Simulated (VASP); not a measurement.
Crystal: Al.

```xyz
1
Lattice="0.0000 2.0248 2.0248 2.0248 0.0000 2.0248 2.0248 2.0248 0.0000" Properties=species:S:1:pos:R:3 pbc="T T T"
Al    0.0000    0.0000    0.0000
```

Program: VASP 6.6.1. Alike in all runs: task single point; potentials or basis VASP PAW PBE potentials, release 64 (Al); no spin polarisation; cell as given.

**Question.** Order these runs on this cell by their pressure, lowest first.
A. level PBE; k mesh 6 × 6 × 6; cutoff (eV) 500; smearing fermi-dirac 0.02 eV
B. level PBE exchange alone; k mesh 11 × 11 × 11; cutoff (eV) 520; smearing fermi-dirac 0.05 eV
C. level r2SCAN; k mesh 6 × 6 × 6; cutoff (eV) 520; smearing fermi-dirac 0.05 eV
D. level r2SCAN+D3(BJ); k mesh 11 × 11 × 11; cutoff (eV) 520; smearing fermi-dirac 0.05 eV
E. level PBEsol; k mesh 9 × 9 × 9; cutoff (eV) 520; smearing fermi-dirac 0.1 eV

**Answer.** D (-5.2 GPa), C (-3.3 GPa), E (-1.7 GPa), A (0.0 GPa), B (9.2 GPa).

Caveats: some runs use coarse meshes; the PAW data sets were made with another functional, which shifts forces and pressure a little (some runs); pairwise dispersion overbinds metals, which lowers pressure and volume (some runs).
